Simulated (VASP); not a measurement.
# Ba (Fd-3m) in VASP: notebook, part 2 of 2

VASP 6.6.1.

### Step 3. Single point, PBE (57.39 Å³/atom)

This run uses another cell than the first one, of 57.39 Å³/atom.

The input, INCAR:

```
PREC = Accurate
ENCUT = 520
EDIFF = 1E-6
ISMEAR = -1
SIGMA = 0.1
LREAL = False
LASPH = True
NELM = 100
ALGO = Normal
ISIF = 2
LWAVE = False
LCHARG = False
GGA = PE
NBANDS = 17
```

The input, KPOINTS:

```
Automatic mesh
0
Gamma
  8 8 8
```

The input, POSCAR:

```
Ba
1.0
    0.0000000000      3.8572767515      3.8572767515
    3.8572767515      0.0000000000      3.8572767515
    3.8572767515      3.8572767515      0.0000000000
Ba
2
Direct
    0.1250000000      0.1250000000      0.1250000000
    0.8750000000      0.8750000000      0.8750000000
```

Potentials or basis: VASP PAW PBE potentials, release 64 (Ba_sv).

Run with:

```console
$ cat potpaw_PBE.64/Ba_sv/POTCAR > POTCAR
$ mpirun -np 1 vasp_std > vasp.out
```

OUTCAR:

```text
PREC = Accurate
   ENCUT = 520
   EDIFF = 1E-6
   ISMEAR = -1
   LREAL = False
   LASPH = True
   NELM = 100
   ISIF = 2
   GGA = PE

 ion  position               nearest neighbor table
   1  0.125  0.125  0.125-   2 3.34   2 3.34   2 3.34   2 3.34
   2  0.875  0.875  0.875-   1 3.34   1 3.34   1 3.34   1 3.34

  LATTYP: Found a face centered cubic cell.
 ALAT       =     7.7145535030

  Lattice vectors:

 A1 = (   0.0000000000,   3.8572767515,   3.8572767515)
 A2 = (   3.8572767515,   0.0000000000,   3.8572767515)
 A3 = (   3.8572767515,   3.8572767515,   0.0000000000)

Analysis of symmetry for initial positions (statically):
=====================================================================
 Subroutine PRICEL returns:
 Original cell was already a primitive cell.

 Routine SETGRP: Setting up the symmetry group for a
 face centered cubic supercell.

 Subroutine GETGRP returns: Found 48 space group operations
 (whereof 12 operations were pure point group operations)
 out of a pool of 48 trial point group operations.

[... 157 lines left out ...]
  ---------------------------------------------------
  ext. energy  EPLUGINS =         0.00000000
  ---------------------------------------------------
  free energy    TOTEN  =        -1.87589893 eV

  energy without entropy =       -1.79669462  energy(sigma->0) =       -1.83629677

 E-fermi :   1.6708     XC(G=0):  -7.5850

 val. band max:        1.6648621986   @ k =  -0.3750   0.1250   0.0000
 cond. band min:       1.6778795605   @ k =   0.2500   0.0000   0.0000
 fundamental gap:      0.0130173619
 Fermi energy:         1.6708253933

 k-point     1 :       0.0000    0.0000    0.0000
  band No.  band energies     occupation
      1     -27.7591      2.00000
      2     -27.0943      2.00000
      3     -13.2884      2.00000
      4     -13.2884      2.00000
      5     -13.2884      2.00000
      6     -12.1478      2.00000
[... 457 lines left out ...]
      4     -13.4881      2.00000
      5     -13.0523      2.00000
      6     -12.3584      2.00000
[... 9 lines left out ...]
     16       4.6300      0.00000
     17       4.9756      0.00000

 [... further k-points ...]
[... 5 lines left out ...]
  --------------------------------------------------------------------------------------
  -------------------------------------------------------------------------------------
  Total        0.2389120      0.2389120      0.2389120     -0.0000000      0.0000000      0.0000000
  in kB        3.3348481      3.3348481      3.3348481     -0.0000000      0.0000000      0.0000000
  external PRESSURE =       3.3348481 kB  Pullay stress =       0.0000000 kB

 VOLUME and BASIS-vectors are now :
 -----------------------------------------------------------------------------
  energy-cutoff  :      520.00
  volume of cell :      114.78
      direct lattice vectors                 reciprocal lattice vectors
     0.000000000  3.857276752  3.857276752    -0.129625130  0.129625130  0.129625130
     3.857276752  0.000000000  3.857276752     0.129625130 -0.129625130  0.129625130
     3.857276752  3.857276752  0.000000000     0.129625130  0.129625130 -0.129625130

 POSITION                                       TOTAL-FORCE (eV/Angst)
 -----------------------------------------------------------------------------------
      0.96432      0.96432      0.96432         0.000000     -0.000000      0.000000
      6.75023      6.75023      6.75023        -0.000000      0.000000     -0.000000
 -----------------------------------------------------------------------------------
    total drift:                               -0.000000      0.000000      0.000000

  FREE ENERGIE OF THE ION-ELECTRON SYSTEM (eV)
  ---------------------------------------------------
  free  energy   TOTEN  =        -1.8758989301 eV

  energy  without entropy=       -1.7966946192  energy(sigma->0) =       -1.83629677
```

stdout:

```text
POSCAR found type information on POSCAR Ba
 POSCAR found :  1 types and       2 ions
 scaLAPACK will be used
 LDA part: xc-table for (Slater+PW92), standard interpolation
 POSCAR, INCAR and KPOINTS ok, starting setup
 FFT: planning ... GRIDC
 FFT: planning ... GRID_SOFT
 FFT: planning ... GRID
 WAVECAR not read
 entering main loop
```

It took 1.8 min on 1 thread of Intel Xeon 8259CL, shared host; peak memory 0.23 GiB.

Results:

```
Free energy            : -1.8759 eV
Pressure               : 0.3 GPa
Band gap on the k mesh : zero (bands 10 and 11 overlap by 0.15 eV)
```

Levels at points of the mesh, in eV from the Fermi level:
```csv
k point,band 6,band 7,band 8,band 9,band 10,band 11,band 12,band 13,band 14,band 15
"(0.00, 0.00, 0.00)",-13.82,-13.82,-13.82,-2.12,0.16,0.16,1.25,1.25,1.25,2.84
"(0.50, 0.00, 0.00)",-13.76,-13.64,-13.64,-0.27,-0.20,0.23,0.23,0.98,0.98,1.93
"(0.50, 0.50, 0.00)",-14.40,-13.45,-13.45,-0.70,-0.70,1.02,1.02,1.59,1.59,2.24
```

Caveat: spin-orbit coupling is left out, which moves the levels of the heavy elements.

### Step 4. Single point, PBE (59.69 Å³/atom)

This run uses another cell than the first one, of 59.69 Å³/atom.

The input, INCAR:

```
PREC = Accurate ; ENCUT = 520
EDIFF = 1E-7 ; ISMEAR = -1
SIGMA = 0.1 ; LREAL = False
LASPH = True ; NELM = 100
ALGO = Normal ; ISIF = 2
LWAVE = False ; LCHARG = False
GGA = PE ; NBANDS = 17
```

KPOINTS is that of step 3.

The input, POSCAR:

```
Ba
1.0
    0.0000000000      3.9080362139      3.9080362139
    3.9080362139      0.0000000000      3.9080362139
    3.9080362139      3.9080362139      0.0000000000
Ba
2
Direct
    0.1250000000      0.1250000000      0.1250000000
    0.8750000000      0.8750000000      0.8750000000
```

Run with:

```console
$ cat potpaw_PBE.64/Ba_sv/POTCAR > POTCAR
$ mpirun -np 1 vasp_std > vasp.out
```

Run time: 2.2 min. Hardware: 1 thread of Intel Xeon 8259CL, shared host; peak memory 0.23 GiB.

Results (log left out):

```
Free energy            : -1.8813 eV
Pressure               : 0.0 GPa
Band gap on the k mesh : zero (bands 10 and 11 overlap by 0.15 eV)
```

Levels at points of the mesh, in eV from the Fermi level:
```
           k point  band 6  band 7  band 8  band 9  band 10  band 11  band 12  band 13  band 14  band 15
(0.00, 0.00, 0.00)  -13.91  -13.91  -13.91   -2.15     0.17     0.17     1.18     1.18     1.18     2.69
(0.50, 0.00, 0.00)  -13.86  -13.75  -13.75   -0.35    -0.19     0.23     0.23     0.95     0.95     1.77
(0.50, 0.50, 0.00)  -14.44  -13.58  -13.58   -0.67    -0.67     0.99     0.99     1.41     1.41     2.18
```

Caveat: spin-orbit coupling is left out, which moves the levels of the heavy elements.

### Step 5. Single point, PBE (61.98 Å³/atom)

This run uses another cell than the first one, of 61.98 Å³/atom.

The input, INCAR:

```
SYSTEM = Ba
  PREC = Accurate
  ENCUT = 520
  EDIFF = 1E-6
  ISMEAR = -1
  SIGMA = 0.1
  LREAL = .FALSE.
  LASPH = .TRUE.
  NELM = 100
  ALGO = Normal
  ISIF = 2
  LWAVE = .FALSE.
  LCHARG = .FALSE.
  GGA = PE
  NBANDS = 17
```

The input, KPOINTS:

```
Automatic mesh
0
G
  8 8 8
  0 0 0
```

The input, POSCAR:

```
Ba
1.0
    0.0000000000      3.9575102788      3.9575102788
    3.9575102788      0.0000000000      3.9575102788
    3.9575102788      3.9575102788      0.0000000000
Ba
2
Direct
    0.1250000000      0.1250000000      0.1250000000
    0.8750000000      0.8750000000      0.8750000000
```

Run with:

```console
$ cat potpaw_PBE.64/Ba_sv/POTCAR > POTCAR
$ mpirun -np 1 vasp_std > vasp.out
```

Wall time 2 min (1 thread of Intel Xeon 8259CL, shared host); peak memory 0.24 GiB.

It converged, with:

* Free energy: -1.8798 eV
* Pressure: -0.1 GPa
* Band gap on the k mesh: zero (bands 10 and 11 overlap by 0.14 eV)

Levels at points of the mesh, in eV from the Fermi level:
```csv
k point,band 7,band 8,band 9,band 10,band 11,band 12,band 13,band 14
"(0.00, 0.00, 0.00)",-13.99,-13.99,-2.16,0.18,0.18,1.12,1.12,1.12
"(0.50, 0.00, 0.00)",-13.84,-13.84,-0.43,-0.19,0.23,0.23,0.92,0.92
"(0.50, 0.50, 0.00)",-13.69,-13.69,-0.64,-0.64,0.96,0.96,1.24,1.24
```

Caveat: spin-orbit coupling is left out, which moves the levels of the heavy elements.

### Step 6. Single point, PBE (64.28 Å³/atom)

This run uses another cell than the first one, of 64.28 Å³/atom.

The input, INCAR:

```
PREC = Accurate
ENCUT = 520
EDIFF = 1E-7
ISMEAR = -1
SIGMA = 0.1
LREAL = F
LASPH = T
NELM = 80
ALGO = Normal
ISIF = 2
LWAVE = F
LCHARG = T
GGA = PE
LELF = T
LVHAR = T
NBANDS = 17
```

The input, KPOINTS:

```
Automatic mesh
0
Gamma
  8 8 8
```

The input, POSCAR:

```
Ba
1.0
    0.0000000000      4.0057773563      4.0057773563
    4.0057773563      0.0000000000      4.0057773563
    4.0057773563      4.0057773563      0.0000000000
Ba
2
Direct
    0.1250000000      0.1250000000      0.1250000000
    0.8750000000      0.8750000000      0.8750000000
```

Potentials or basis: VASP PAW PBE potentials, release 64 (Ba_sv).

Run with:

```console
$ cat potpaw_PBE.64/Ba_sv/POTCAR > POTCAR
$ mpirun -np 1 vasp_std > vasp.out
```

It took 2.4 min on 1 thread of Intel Xeon 8259CL, shared host; peak memory 0.24 GiB.

It converged, with:

| Quantity | Value |
| --- | --- |
| Free energy | -1.8742 eV |
| Pressure | -0.2 GPa |
| Band gap on the k mesh | zero (bands 10 and 11 overlap by 0.15 eV) |

Levels at points of the mesh, in eV from the Fermi level:
```
           k point  band 8  band 9  band 10  band 11  band 12  band 13
(0.00, 0.00, 0.00)  -14.06   -2.17     0.19     0.19     1.06     1.06
(0.50, 0.00, 0.00)  -13.92   -0.50    -0.18     0.23     0.23     0.89
(0.50, 0.50, 0.00)  -13.79   -0.61    -0.61     0.94     0.94     1.09
```

Caveat: spin-orbit coupling is left out, which moves the levels of the heavy elements.

### Step 7. Summary

| cell | gap on the mesh (eV) | pressure (GPa) |
| --- | --- | --- |
| a = 5.381 Å, angles 60.0°, 2 atoms | none | 0.8 |
| a = 5.455 Å, angles 60.0°, 2 atoms | none | 0.3 |
| a = 5.527 Å, angles 60.0°, 2 atoms | none | 0.0 |
| a = 5.597 Å, angles 60.0°, 2 atoms | none | -0.1 |
| a = 5.665 Å, angles 60.0°, 2 atoms | none | -0.2 |

Alike in all rows: task single point; level PBE; potentials or basis VASP PAW PBE potentials, release 64 (Ba_sv); no spin polarisation; k mesh 8 × 8 × 8; cutoff (eV) 520; smearing fermi-dirac 0.1 eV.

Caveats: spin-orbit coupling is left out, which moves the levels of the heavy elements.

Absolute energies hang on the potentials; compare differences alone.

The gap in the log of VASP goes by the Fermi energy; the results here count the filled bands.